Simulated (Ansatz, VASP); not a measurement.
## CdS: VASP beside Ansatz

POSCAR

```
CdS
1.0
    0.0000000000      3.0264000000      2.9100000000
    3.0264000000      0.0000000000      2.9100000000
    3.0264000000      3.0264000000      0.0000000000
Cd S
1 1
Direct
    0.0000000000      0.0000000000      0.0000000000
    0.7500000000      0.7500000000      0.7500000000
```

INCAR.step1

```
ALGO = Normal
EDIFF = 1E-4
ENCUT = 520
GGA = PE
ISMEAR = 0
LASPH = T
LCHARG = F
LREAL = F
LWAVE = T
NBANDS = 16
NELM = 80
PREC = Accurate
SIGMA = 0.05
```

Contents of INCAR.step2:

```
ALGO = Normal
EDIFF = 1E-7
ENCUT = 520
ISIF = 2
ISMEAR = 0
ISTART = 1
LASPH = T
LCHARG = F
LMIXTAU = T
LREAL = F
LWAVE = F
METAGGA = R2SCAN
NBANDS = 16
NELM = 80
PREC = Accurate
SIGMA = 0.05
```

The input KPOINTS:

```
k-points
0
Gamma
  8 8 8
```

Input for Ansatz:

```yaml
crystal:
  lattice:
    - [0.0, 3.0264, 2.91]
    - [3.0264, 0.0, 2.91]
    - [3.0264, 3.0264, 0.0]
  atoms:
    - { symbol: Cd, position: [0.0, 0.0, 0.0] }
    - { symbol: S, position: [0.75, 0.75, 0.75] }
basis:
  ecutwfc: 500
kpoints:
  mp_grid: { grid: [8, 8, 8] }
hamiltonian:
  xc: r2scan
scf:
  occupations: { method: gaussian, width: 0.05 }
output:
  forces: true
  stress: true
  eigenvalues: true
```

Change from the starting cell: strain +0.040 along x and y, +0.000 along z, atoms carried along.

Alike in both runs: task single point; functional r2SCAN; k mesh 8 × 8 × 8; occupations gaussian, width 0.05 eV; no spin polarisation.

|  | VASP | Ansatz |
| --- | --- | --- |
| version | VASP 6.6.1 | Ansatz 0.2.0 |
| potentials or method | VASP PAW PBE potentials, release 64 (Cd, S), cutoff 520 eV | scalar-relativistic, plane waves, PAW |
| valence electrons in the cell | 18 | 26 |

|  | VASP | Ansatz | Ansatz less VASP |
| --- | --- | --- | --- |
| gap on the k mesh at the Fermi level (eV) | 1.35 | 1.36 | +0.006 |
| least direct gap on the mesh (eV) | 1.35 | 1.36 | +0.006 |
| pressure (GPa) | -2.4 | -2.7 | -0.24 |
| traceless stress, the component that is largest in VASP (GPa) | 0.51 | 0.52 | +0.005 |

VASP's potentials were made for PBE, not for r2SCAN. VASP's potentials hold 18 valence electrons a cell and Ansatz's 26, so a difference there can come from the potentials and not from the codes.
